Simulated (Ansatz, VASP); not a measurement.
InAs in VASP and in Ansatz

```xyz
2
Lattice="0.0000 3.0180 3.0180 3.0180 0.0000 3.0180 3.0180 3.0180 0.0000" Properties=species:S:1:pos:R:3 pbc="T T T"
In    0.0000    0.0000    0.0000
As    4.5270    4.5270    4.5270
```

Alike in both runs: task single point; functional PBE-based screened hybrid; k mesh 4 × 4 × 4; occupations fermi-dirac, width 0.05 eV; no spin polarisation.

|  | VASP | Ansatz |
| --- | --- | --- |
| version | VASP 6.6.1 | Ansatz 0.2.0 |
| potentials or method | VASP PAW PBE potentials, release 64 (In_d, As) | Ansatz PAW |
| plane-wave cutoff (eV) | 520 | 420 |
| valence electrons in the cell | 18 | 28 |

Ansatz gave:

```
gap on the k mesh at the Fermi level (eV) : 1.18
least direct gap on the mesh (eV)         : 1.18
pressure (GPa)                            : 1.3
```

Problem. What did VASP give for the same quantities?

Solution. gap on the k mesh at the Fermi level (eV): 1.18; least direct gap on the mesh (eV): 1.18; pressure (GPa): 0.9.

VASP's potentials were made for PBE, not for PBE-based screened hybrid. VASP's potentials hold 18 valence electrons a cell and Ansatz's 28, so a difference there can come from the potentials and not from the codes.

The k mesh is coarse, so the values compare programs but aren't converged.
